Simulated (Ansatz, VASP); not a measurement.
# InSe: VASP beside Ansatz

File POSCAR:

```
InSe
1.0
    5.8791298252     -2.0549041859      0.0681377044
    5.8791298252      2.0549041859      0.0681377044
   -1.6833233377      0.0000000000      4.3858890713
In Se
2 2
Direct
    0.1131987520      0.1131987520      0.9651310456
    0.8868012480      0.8868012480      0.0348689544
    0.3425800513      0.3425800513      0.3509438167
    0.6574199487      0.6574199487      0.6490561833
```

Contents of INCAR.step1:

```
SYSTEM = InSe
PREC = Accurate
ENCUT = 520
ISMEAR = 0
SIGMA = 0.01
LREAL = .FALSE.
LASPH = .TRUE.
NELM = 60
NBANDS = 27
GGA = PE
ALGO = Normal
EDIFF = 1E-4
LWAVE = .TRUE.
LCHARG = .FALSE.
```

Contents of INCAR.step2:

```
SYSTEM = InSe
PREC = Accurate
ENCUT = 520
EDIFF = 1E-6
ISMEAR = 0
SIGMA = 0.01
LREAL = .FALSE.
LASPH = .TRUE.
NELM = 60
ALGO = Normal
ISIF = 2
LWAVE = .FALSE.
LCHARG = .FALSE.
METAGGA = R2SCAN
LMIXTAU = .TRUE.
NBANDS = 27
ISTART = 1
```

The input KPOINTS:

```
Automatic mesh
0
G
  6 6 6
  0 0 0
```

Input for Ansatz:

```yaml
crystal:
  lattice:
    - [5.8791298252, -2.0549041859, 0.0681377044]
    - [5.8791298252, 2.0549041859, 0.0681377044]
    - [-1.6833233377, 0.0, 4.3858890713]
  atoms:
    - { symbol: In, position: [0.113198752, 0.113198752, 0.9651310456] }
    - { symbol: In, position: [0.886801248, 0.886801248, 0.0348689544] }
    - { symbol: Se, position: [0.3425800513, 0.3425800513, 0.3509438167] }
    - { symbol: Se, position: [0.6574199487, 0.6574199487, 0.6490561833] }
kpoints:
  mp_grid: { grid: [6, 6, 6] }
  band_path:
    path:
      - [0.0, 0.0, 0.0]
      - [-0.2847313092, 0.2847313092, 0.0]
      - [-0.7152686908, -0.2847313092, 0.0]
      - [-0.5, -0.5, 0.0]
      - [-0.5, -0.5, 0.5]
      - [-0.7454766075, -0.2545233925, 0.5]
      - [-0.2545233925, 0.2545233925, 0.5]
      - [0.0, 0.0, 0.5]
      - [-0.5, 0.0, 0.5]
      - [0.286458, 0.286458, -0.333333]
      - [0.403646, 0.403646, -0.052083]
    npoints: 1
hamiltonian:
  xc: r2scan
scf:
  occupations: { method: fixed }
  n_extra_bands: 5
output:
  forces: true
  stress: true
  eigenvalues: true
```

Alike in both runs: task single point; functional r2SCAN; k mesh 6 × 6 × 6; no spin polarisation.

|  | VASP | Ansatz |
| --- | --- | --- |
| version | VASP 6.6.1 | Ansatz 0.2.0 |
| potentials or method | VASP PAW PBE potentials, release 64 (In_d, Se) | plane waves, PAW |
| plane-wave cutoff (eV) | 520 | 500 |
| occupations | gaussian, width 0.01 eV | fixed |
| valence electrons in the cell | 38 | 58 |

```csv
,VASP,Ansatz,Ansatz less VASP
gap on the k mesh at the Fermi level (eV),1.35,1.36,+0.005
pressure (GPa),0.9,0.9,-0.01
"traceless stress, the component that is largest in VASP (GPa)",-0.05,-0.06,-0.008
rms of the force components (eV/Å),0.006,0.012,+0.0060
```

VASP's potentials were made for PBE, not for r2SCAN. Atom by atom the forces differ by 0.007 eV/Å (rms over components). VASP's potentials hold 38 valence electrons a cell and Ansatz's 58, so a difference there can come from the potentials and not from the codes.
